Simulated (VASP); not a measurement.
# Hf (P6_3/mmc) in VASP: single point with PBEsol

Aim: the single point of Hf with PBEsol.

Everything below comes from runs of VASP 6.6.1. Logs are shortened: lines on timing, memory, paths and dates and some standing lists are left out, and cuts for length are marked.

## 1. The cell of the first run

It takes space group P6_3/mmc (No. 194, hexagonal). Conventional cell: a = 3.158 Å, b = 3.158 Å, c = 5.002 Å, α = 90.00°, β = 90.00°, γ = 120.00°. Hf (site symmetry -6m2) has 12 Hf at 3.10 to 3.16 Å within 4.1 Å.

## 2. Single point, PBEsol

File INCAR:

```
  PREC = Accurate
  ENCUT = 500
  EDIFF = 1E-6
  ISMEAR = -1
  SIGMA = 0.08
  LREAL = F
  LASPH = T
  NELM = 120
  ALGO = Normal
  ISIF = 2
  LWAVE = F
  LCHARG = F
  GGA = PS
  NBANDS = 17
  GGA_COMPAT = F
```

File KPOINTS:

```
Automatic mesh
0
Gamma
  16 16 9
```

File POSCAR:

```
Hf
1.0
    3.1584504466      0.0000000000      0.0000000000
   -1.5792252233      2.7352983234      0.0000000000
    0.0000000000      0.0000000000      5.0018008121
Hf
2
Direct
    0.3333333333      0.6666666667      0.2500000000
    0.6666666667      0.3333333333      0.7500000000
```

Potentials or basis: VASP PAW PBE potentials, release 64 (Hf_pv).

Started as:

```bash
> cat potpaw_PBE.64/Hf_pv/POTCAR > POTCAR
> mpirun -np 1 vasp_std > vasp.out
```

OUTCAR:

```text
PREC = Accurate
   ENCUT = 500
   EDIFF = 1E-6
   ISMEAR = -1
   LREAL = F
   LASPH = T
   NELM = 120
   ISIF = 2
   GGA = PS

 ion  position               nearest neighbor table
   1  0.333  0.667  0.250-   2 3.10   2 3.10   2 3.10   2 3.10   2 3.10   2 3.10
   2  0.667  0.333  0.750-   1 3.10   1 3.10   1 3.10   1 3.10   1 3.10   1 3.10

  LATTYP: Found a hexagonal cell.
 ALAT       =     3.1584504466
 C/A-ratio  =     1.5836249125

  Lattice vectors:

 A1 = (   3.1584504466,   0.0000000000,   0.0000000000)
 A2 = (  -1.5792252233,   2.7352983234,   0.0000000000)
 A3 = (   0.0000000000,   0.0000000000,   5.0018008121)

Analysis of symmetry for initial positions (statically):
=====================================================================
 Subroutine PRICEL returns:
 Original cell was already a primitive cell.

 Routine SETGRP: Setting up the symmetry group for a
 hexagonal supercell.

 Subroutine GETGRP returns: Found 24 space group operations
 (whereof 12 operations were pure point group operations)
 out of a pool of 24 trial point group operations.

The static configuration has the point symmetry D_3d.
 The point group associated with its full space group is D_6h.

Analysis of symmetry for dynamics (positions and initial velocities):
=====================================================================
 Subroutine PRICEL returns:
 Original cell was already a primitive cell.

 Routine SETGRP: Setting up the symmetry group for a
 hexagonal supercell.

 Subroutine GETGRP returns: Found 24 space group operations
 (whereof 12 operations were pure point group operations)
 out of a pool of 24 trial point group operations.

The dynamic configuration has the point symmetry D_3d.
 The point group associated with its full space group is D_6h.

 Subroutine INISYM returns: Found 24 space group operations
 (whereof 12 operations are pure point group operations),
 and found     1 'primitive' translations

----------------------------------------------------------------------------------------

                                     Primitive cell

  volume of cell :      43.2121

  direct lattice vectors                    reciprocal lattice vectors
     3.158450447  0.000000000  0.000000000     0.316610951  0.182795418  0.000000000
    -1.579225223  2.735298323  0.000000000     0.000000000  0.365590836  0.000000000
     0.000000000  0.000000000  5.001800812     0.000000000  0.000000000  0.199927993

  length of vectors
     3.158450447  3.158450447  5.001800812     0.365590836  0.365590836  0.199927993

  position of ions in fractional coordinates (direct lattice)
     0.333333333  0.666666667  0.250000000
     0.666666667  0.333333333  0.750000000

  ion indices of the primitive-cell ions
   primitive index   ion index
                 1           1
                 2           2

----------------------------------------------------------------------------------------

 KPOINTS: Automatic mesh

Automatic generation of k-mesh.
 Grid dimensions read from file:
 generate k-points for:   16   16    9

 Generating k-lattice:

  Cartesian coordinates                     Fractional coordinates (reciprocal lattice)
     0.019788184  0.011424714  0.000000000     0.062500000 -0.000000000  0.000000000
     0.000000000  0.022849427  0.000000000     0.000000000  0.062500000  0.000000000
     0.000000000  0.000000000  0.022214221     0.000000000  0.000000000  0.111111111

  Length of vectors
     0.022849427  0.022849427  0.022214221

  Shift w.r.t. Gamma in fractional coordinates (k-lattice)
     0.000000000  0.000000000  0.000000000

 Subroutine IBZKPT returns following result:
 ===========================================

 Found    150 irreducible k-points:

 Following reciprocal coordinates:
            Coordinates               Weight
  0.000000  0.000000  0.000000      1.000000
  0.062500 -0.000000  0.000000      6.000000
  0.125000 -0.000000  0.000000      6.000000
  0.187500 -0.000000  0.000000      6.000000
  0.250000 -0.000000  0.000000      6.000000
  0.312500 -0.000000  0.000000      6.000000
[... 16 lines left out ...]
  0.187500  0.187500  0.000000      6.000000
  0.250000  0.187500  0.000000     12.000000
 [... further k-points ...]
   k-points           NKPTS =    150   k-points in BZ     NKDIM =    150   number of bands    NBANDS=     17
   number of dos      NEDOS =    301   number of ions     NIONS =      2
   total plane-waves  NPLWV =  20736
   dimension x,y,z NGX =    24 NGY =   24 NGZ =   36
   dimension x,y,z NGXF=    48 NGYF=   48 NGZF=   72
   ions per type =               2
   NGX,Y,Z   is equivalent  to a cutoff of  12.63, 12.63, 11.97 a.u.
   NGXF,Y,Z  is equivalent  to a cutoff of  25.26, 25.26, 23.93 a.u.
 SYSTEM =  unknown system
   PREC   = accura    normal or accurate (medium, high low for compatibility)
   ISTART =      0    job   : 0-new  1-cont  2-samecut
   ICHARG =      2    charge: 1-file 2-atom 10-const
   ISPIN  =      1    spin polarized calculation?
   LNONCOLLINEAR =      F non collinear calculations
   LSORBIT =      F    spin-orbit coupling
   LASPH  =      T    aspherical Exc in radial PAW
   ENCUT  =  500.0 eV  36.75 Ry    6.06 a.u.   5.76  5.76  9.12*2*pi/ulx,y,z
   NELM   =    120;   NELMIN=  2; NELMDL= -5     # of ELM steps
   EDIFF  = 0.1E-05   stopping-criterion for ELM
   LREAL  =      F    real-space projection
   EDIFFG = 0.1E-04   stopping-criterion for IOM
   NSW    =      0    number of steps for IOM
   IBRION =     -1    ionic relax: 0-MD 1-quasi-New 2-CG
   NFREE  =      0    steps in history (QN), initial steepest desc. (CG)
   ISIF   =      2    stress and relaxation
   ISYM   =      2    0-nonsym 1-usesym 2-fastsym
   POTIM  = 0.5000    time-step for ionic-motion
   TEBEG  =    0.0;   TEEND  =   0.0 temperature during run
   PSTRESS=    0.0 pullay stress
   NELECT =      20.0000    total number of electrons
   NUPDOWN=      -1.0000    fix difference up-down
   EMIN   =  10.00;   EMAX   =-10.00  energy-range for DOS
   EFERMI =   0.00;   METHOD = LEGACY
   ISMEAR =    -1;   SIGMA  =   0.08  broadening in eV -4-tet -1-fermi 0-gaus
   EFERMI_NEDOS =   21; number of points for ismear=-14 and -15
   IALGO  =     38    algorithm
   IMIX   =      4    mixing-type and parameters
     AMIX     =   0.40;   BMIX     =  1.00
     AMIX_MAG =   1.60;   BMIX_MAG =  1.00
  volume/ion in A,a.u.               =      21.61       145.80
  Fermi-wavevector in a.u.,A,eV,Ry     =   1.266338  2.393033 21.818479  1.603613
  Thomas-Fermi vector in A             =   2.399544
   LORBIT       =      0    0 simple, 1 ext, 2 COOP (PROOUT), +10 PAW based schemes
   GGA     = PS    functional components
   LHFCALC =     F    Hartree Fock is set to
   AEXX    =    0.0000 exact exchange contribution
   IVDW    =     0    specifies the selected vdW correction
   LEPSILON=     F    determine dielectric tensor
   LRPA    =     F    only Hartree local field effects (RPA)
 non-spin polarized calculation
  energy-cutoff  :      500.00
  volume of cell :       43.21
 maximum number of plane-waves:      1108
 NGX is ok and might be reduce to    24
   NGX = 11   NGY = 11   NGZ = 19

 number of electron      19.9999996 magnetization

 Free energy of the ion-electron system (eV)
  ---------------------------------------------------
  ext. energy  EPLUGINS =         0.00000000
  ---------------------------------------------------
  free energy    TOTEN  =       -21.02282126 eV

  energy without entropy =      -20.98896093  energy(sigma->0) =      -21.00589110

 E-fermi :   4.9953     XC(G=0): -11.5513

 val. band max:        4.9891230615   @ k =   0.0000   0.0000   0.3333
 cond. band min:       5.0189671951   @ k =   0.2500   0.2500   0.4444
 fundamental gap:      0.0298441336
 Fermi energy:         4.9953103316

 k-point     1 :       0.0000    0.0000    0.0000
  band No.  band energies     occupation
      1     -26.0034      2.00000
      2     -25.1662      2.00000
      3     -25.1662      2.00000
      4     -25.0242      2.00000
      5     -25.0232      2.00000
      6     -25.0232      2.00000
[... 9 lines left out ...]
     16       7.7016      0.00000
     17      10.5200      0.00000

 k-point     2 :       0.0625   -0.0000    0.0000
  band No.  band energies     occupation
      1     -25.9919      2.00000
      2     -25.1910      2.00000
      3     -25.1745      2.00000
      4     -25.0495      2.00000
      5     -25.0294      2.00000
      6     -25.0264      2.00000
[... 9 lines left out ...]
     16       7.5803      0.00000
     17      10.6206      0.00000

 k-point     3 :       0.1250   -0.0000    0.0000
  band No.  band energies     occupation
      1     -25.9584      2.00000
      2     -25.2617      2.00000
      3     -25.1978      2.00000
      4     -25.1232      2.00000
      5     -25.0451      2.00000
      6     -25.0361      2.00000
[... 9 lines left out ...]
     16       7.4735      0.00000
     17      10.8593      0.00000

 k-point     4 :       0.1875   -0.0000    0.0000
  band No.  band energies     occupation
      1     -25.9053      2.00000
      2     -25.3675      2.00000
      3     -25.2314      2.00000
      4     -25.2302      2.00000
      5     -25.0713      2.00000
      6     -25.0516      2.00000
[... 9 lines left out ...]
     16       8.0035      0.00000
     17      11.1299      0.00000
[... 343 lines left out ...]
      1     -25.7872      2.00000
      2     -25.6228      2.00000
      3     -25.5622      2.00000
      4     -25.4162      2.00000
      5     -25.2932      2.00000
      6     -25.1882      2.00000
[... 9 lines left out ...]
     16      11.4150      0.00000
     17      12.3014      0.00000

 k-point    23 :       0.1875    0.1875    0.0000
  band No.  band energies     occupation
      1     -25.7403      2.00000
      2     -25.5502      2.00000
      3     -25.5430      2.00000
      4     -25.2999      2.00000
      5     -25.1654      2.00000
      6     -25.1629      2.00000
[... 9 lines left out ...]
     16      10.2238      0.00000
     17      11.2092      0.00000

 k-point    24 :       0.2500    0.1875    0.0000
  band No.  band energies     occupation
      1     -25.6652      2.00000
      2     -25.6440      2.00000
      3     -25.5795      2.00000
      4     -25.3591      2.00000
      5     -25.2153      2.00000
      6     -25.2067      2.00000
[... 9 lines left out ...]
     16      11.1615      0.00000
     17      11.2061      0.00000

 [... further k-points ...]

------------------------ aborting loop because EDIFF is reached ----------------------------------------

  FORCE on cell =-STRESS in cart. coord.  units (eV):
  Direction    XX          YY          ZZ          XY          YZ          ZX
  --------------------------------------------------------------------------------------
  -------------------------------------------------------------------------------------
  Total       -0.0883304     -0.0883304     -0.1194060     -0.0000000     -0.0000000      0.0000000
  in kB       -3.2750339     -3.2750339     -4.4272262     -0.0000000     -0.0000000      0.0000000
  external PRESSURE =      -3.6590980 kB  Pullay stress =       0.0000000 kB

 VOLUME and BASIS-vectors are now :
 -----------------------------------------------------------------------------
  energy-cutoff  :      500.00
  volume of cell :       43.21
      direct lattice vectors                 reciprocal lattice vectors
     3.158450447  0.000000000  0.000000000     0.316610951  0.182795418  0.000000000
    -1.579225223  2.735298323  0.000000000     0.000000000  0.365590836  0.000000000
     0.000000000  0.000000000  5.001800812     0.000000000  0.000000000  0.199927993

 POSITION                                       TOTAL-FORCE (eV/Angst)
 -----------------------------------------------------------------------------------
     -0.00000      1.82353      1.25045         0.000000     -0.000000      0.000000
      1.57923      0.91177      3.75135        -0.000000      0.000000      0.000000
 -----------------------------------------------------------------------------------
    total drift:                                0.000000     -0.000000      0.000000

  FREE ENERGIE OF THE ION-ELECTRON SYSTEM (eV)
  ---------------------------------------------------
  free  energy   TOTEN  =       -21.0228212650 eV

  energy  without entropy=      -20.9889609285  energy(sigma->0) =      -21.00589110
```

Wall time 74 s (1 thread of Intel Xeon 8259CL, shared host); peak memory 0.22 GiB.

What came out:

| Property | Result |
| --- | --- |
| Free energy | -21.0228 eV |
| Pressure | -0.4 GPa |
| Band gap on the k mesh | zero (band 10 reaches 6.18 eV, above the bottom of band 11 at 4.69 eV) |

Stress tensor (GPa, compression positive):
```
-0.33  0.00  0.00
 0.00 -0.33  0.00
 0.00  0.00 -0.44
```

Caveat: the PAW data sets were made with another functional, which shifts forces and pressure a little; spin-orbit coupling is left out, which moves the levels of the heavy elements.
